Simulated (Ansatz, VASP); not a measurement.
**Two plane-wave programs on Ga8Sb3As5**

```
Ga Sb As
1.0
     0.00000    5.81930    5.81930
     5.81930    0.00000    5.81930
     5.81930    5.81930    0.00000
Ga Sb As
8 3 5
Direct
  0.00541 0.00541 0.98376
  0.99466 0.99466 0.51408
  0.99045 0.50981 0.98992
  0.99466 0.49661 0.51408
  0.50981 0.99045 0.98992
  0.49661 0.99466 0.51408
  0.50981 0.50981 0.98992
  0.49921 0.49921 0.50237
  0.12500 0.12500 0.12561
  0.12500 0.62438 0.12561
  0.62438 0.12500 0.12561
  0.12559 0.12559 0.62324
  0.12439 0.62510 0.62541
  0.62510 0.12439 0.62541
  0.62482 0.62482 0.12555
  0.62510 0.62510 0.62541
```

Alike in both runs: functional PBEsol; k mesh 3 × 3 × 3; occupations gaussian, width 0.01 eV; no spin polarisation.

Ansatz relaxed the structure, and its values are those at the end. VASP's run is a single point on that final structure, the one shown.

|  | VASP | Ansatz |
| --- | --- | --- |
| version | VASP 6.6.1 | Ansatz 0.2.0 |
| potentials or method | VASP PAW PBE potentials, release 64 (Ga_d, Sb, As) | scalar-relativistic, plane waves, PAW |
| plane-wave cutoff (eV) | 520 | 420 |
| valence electrons in the cell | 144 | 224 |

Ansatz gave:

| Quantity | Value |
| --- | --- |
| pressure (GPa) | 0.6 |
| rms of the force components (eV/Å) | 0.003 |

Question: Estimate VASP's values.

Answer: Pressure (GPa): 0.8; rms of the force components (eV/Å): 0.003.

VASP's potentials were made for PBE, not for PBEsol. VASP's potentials hold 144 valence electrons a cell and Ansatz's 224, so a difference there can come from the potentials and not from the codes. Ansatz's warnings: stress scf threshold loose.

Spin-orbit coupling is off throughout.
